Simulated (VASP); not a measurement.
Wanted: the native input for a VASP 6.6.1 run.

| Quantity | Value |
| --- | --- |
| Task | single point |
| Functional | PBEsol |
| Potentials or basis | VASP PAW PBE potentials, release 64 (Cd, S) |
| Cutoff | 520 eV |
| k mesh | 6 × 6 × 4 |
| Occupations | gaussian, width 0.01 eV |
| Spin | no spin polarisation |
| Dipole correction | no |
| Further INCAR settings | ALGO = Normal; EDIFF = 1e-06; NBANDS = 26 |

The structure of CdS (Greenockite) lies in POSCAR:

```
CdS
1.0
    4.1238590911      0.0000000000      0.0000000000
   -2.0619295456      3.5713667345      0.0000000000
    0.0000000000      0.0000000000      6.7097081234
Cd S
2 2
Direct
    0.3333333333      0.6666666667     -0.0007766900
    0.6666666667      0.3333333333      0.4992233100
    0.3333333333      0.6666666667      0.3757766900
    0.6666666667      0.3333333333      0.8757766900
```

These files were run (other wordings do the same):

INCAR

```
PREC     = Accurate       # precision mode
ENCUT    = 520            # plane-wave cutoff, eV
EDIFF    = 1E-6           # SCF threshold, eV
ISMEAR   = 0              # smearing method
SIGMA    = 0.01           # smearing width, eV
LREAL    = False          # projectors in reciprocal space
LASPH    = True           # aspherical terms in the spheres
NELM     = 80             # most SCF steps
ALGO     = Normal         # electronic algorithm
ISIF     = 2              # what is computed and relaxed
LWAVE    = False          # write WAVECAR
LCHARG   = True           # write CHGCAR
GGA      = PS             # functional
LELF     = True           # ELF
LVHAR    = True         
NBANDS   = 26             # bands
```

KPOINTS

```
regular mesh
0
Gamma
  6 6 4
```

Potentials or basis: VASP PAW PBE potentials, release 64 (Cd, S).

Launch:

```console
$ cat potpaw_PBE.64/Cd/POTCAR potpaw_PBE.64/S/POTCAR > POTCAR
$ mpirun -np 1 vasp_std > vasp.out
```

Results of the run:

```
Pressure               : 0.4 GPa
Band gap on the k mesh : 1.10 eV, direct
```

Caveat: the PAW data sets were made with another functional, which shifts forces and pressure a little.

Run time: 20 s on 1 thread of Intel(R) Xeon(R) 6975P-C (Granite Rapids), with other jobs on the host, peak memory 0.23 GiB.
